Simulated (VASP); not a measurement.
Here is a VASP 6.6.1 calculation.

The input INCAR:

```
  PREC = Accurate
  ENCUT = 520
  EDIFF = 1E-6
  ISMEAR = -1
  SIGMA = 0.1
  LREAL = F
  LASPH = T
  NELM = 80
  ALGO = Normal
  ISIF = 2
  LWAVE = F
  LCHARG = T
  LELF = T
  LVHAR = T
  NBANDS = 19
```

The input KPOINTS:

```
regular mesh
0
Gamma
  2 2 1
```

The input POSCAR:

```
Zn
1.0
    2.5709734941      0.0000000000      0.0000000000
   -1.2854867470      2.2265283583      0.0000000000
    0.0000000000      0.0000000000      4.7361908757
Zn
2
Direct
    0.3333333333      0.6666666667      0.2500000000
    0.6666666667      0.3333333333      0.7500000000
```

Potentials or basis: VASP PAW LDA potentials, release 64 (Zn).

Launch:

```sh
$ cat potpaw_LDA.64/Zn/POTCAR > POTCAR
$ mpirun -np 1 vasp_std > vasp.out
```

What does it give for the band gap on the k mesh?

Zero (band 12 reaches 1.46 eV, above the bottom of band 13 at 0.87 eV).

Estimate the pressure.

7.5 GPa.

Stress tensor (GPa, compression positive):
```
 19.73   0.00   0.00
  0.00  19.73   0.00
  0.00   0.00 -17.05
```

Caveat: the k points lie up to 1.41 Å⁻¹ apart.
